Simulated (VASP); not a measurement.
Write the native input for VASP 6.6.1 that does the following.

* Task: relaxation of cell and atoms
* Functional: PBEsol
* Potentials or basis: VASP PAW PBE potentials, release 64 (Ge_d)
* Cutoff: 600 eV
* k mesh: 14 × 14 × 14
* Occupations: gaussian, width 0.1 eV
* Spin: no spin polarisation
* Dipole correction: no
* Further INCAR settings: ALGO = Normal; EDIFF = 1e-07; IBRION = 2; EDIFFG = -0.005; NSW = 100; ISIF = 3

The structure of Ge lies in POSCAR:

```
Ge
1.0
    0.0000000000      2.8289100000      2.8289100000
    2.8289100000      0.0000000000      2.8289100000
    2.8289100000      2.8289100000      0.0000000000
Ge
2
Direct
    0.0000000000      0.0000000000      0.0000000000
    0.2500000000      0.2500000000      0.2500000000
```

One way to write it, as run:

INCAR

```
SYSTEM = Ge
PREC = Accurate
ENCUT = 600
EDIFF = 1E-7
ISMEAR = 0
SIGMA = 0.1
LREAL = .FALSE.
LASPH = .TRUE.
NELM = 80
ALGO = Normal
ISIF = 3
LWAVE = .FALSE.
LCHARG = .FALSE.
GGA = PS
IBRION = 2
NSW = 100
EDIFFG = -0.005
```

KPOINTS

```
Automatic mesh
0
G
  14 14 14
  0 0 0
```

Potentials or basis: VASP PAW PBE potentials, release 64 (Ge_d).

Launch:

```console
$ cat potpaw_PBE.64/Ge_d/POTCAR > POTCAR
$ mpirun -np 1 vasp_std > vasp.out
```

Results of the run:

- Relaxed volume: 22.83 Å³/atom
- Relaxed cell: a = 4.012 Å, b = 4.012 Å, c = 4.012 Å, α = 60.00°, β = 60.00°, γ = 60.00°
- Space group after relaxing (to 0.1 Å): Fd-3m (No. 227)
- Energy gained by relaxing: 0.4 meV/atom
- Ionic steps: 4
- Pressure after relaxing: 0.0 GPa
- Band gap on the k mesh: zero (filled and empty bands touch)

Caveat: semilocal functionals underestimate gaps, and a narrow one can read as zero; the PAW data sets were made with another functional, which shifts forces and pressure a little.

It took 99 s on 1 thread of Intel(R) Xeon(R) Platinum 8488C (Sapphire Rapids), on a shared host, peak memory 0.23 GiB.
